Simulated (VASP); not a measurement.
Wanted: the native input for a VASP 6.6.1 run.

- Task: single point
- Functional: PBE
- Potentials or basis: VASP PAW PBE potentials, release 64 (Hf_pv, O)
- Cutoff: 520 eV
- k mesh: 6 × 6 × 4
- Occupations: gaussian, width 0.05 eV
- Spin: no spin polarisation
- Dipole correction: no
- Further INCAR settings: ALGO = Normal; EDIFF = 1e-07; NBANDS = 31

The structure of HfO2 lies in POSCAR:

```
HfO2
1.0
    3.4240895724      0.0000000000      0.0000000000
    0.0000000000      3.4240895724      0.0000000000
    0.0000000000      0.0000000000      5.0007687972
Hf O
2 4
Direct
    0.5000000000      0.5000000000      0.5000000000
    0.0000000000      0.0000000000      0.0000000000
    0.0000000000      0.5000000000      0.6932521152
    0.5000000000      0.0000000000      0.8067478848
    0.5000000000      0.0000000000      0.3067478848
    0.0000000000      0.5000000000      0.1932521152
```

This cell differs from its parent crystal: strain -0.050 along x and y, -0.050 along z.

The input as run:

INCAR

```
PREC = Accurate
ENCUT = 520
EDIFF = 1E-7
ISMEAR = 0
SIGMA = 0.05
LREAL = False
LASPH = True
NELM = 100
ALGO = Normal
ISIF = 2
LWAVE = False
LCHARG = False
GGA = PE
NBANDS = 31
```

KPOINTS

```
Automatic mesh
0
Gamma
  6 6 4
```

Potentials or basis: VASP PAW PBE potentials, release 64 (Hf_pv, O).

The run is started by

```sh
$ cat potpaw_PBE.64/Hf_pv/POTCAR potpaw_PBE.64/O/POTCAR > POTCAR
$ mpirun -np 1 vasp_std > vasp.out
```

Results of the run:

```yaml
Pressure: 46.0 GPa
Largest_force: 1.030 eV/Å
Band_gap_on_the_k_mesh: 5.13 eV (least direct gap 5.28 eV)
```

Caveat: the cell differs from its parent crystal (strain -0.050 along x and y, -0.050 along z); the cell stands under pressure; spin-orbit coupling is left out, which moves the levels of the heavy elements; forces of over 1 eV/Å act on the atoms, so gaps and moduli don't describe the material at rest.

Run time: 110 s on 1 thread of Intel Xeon 8259CL, with other jobs on the host, peak memory 0.2 GiB.
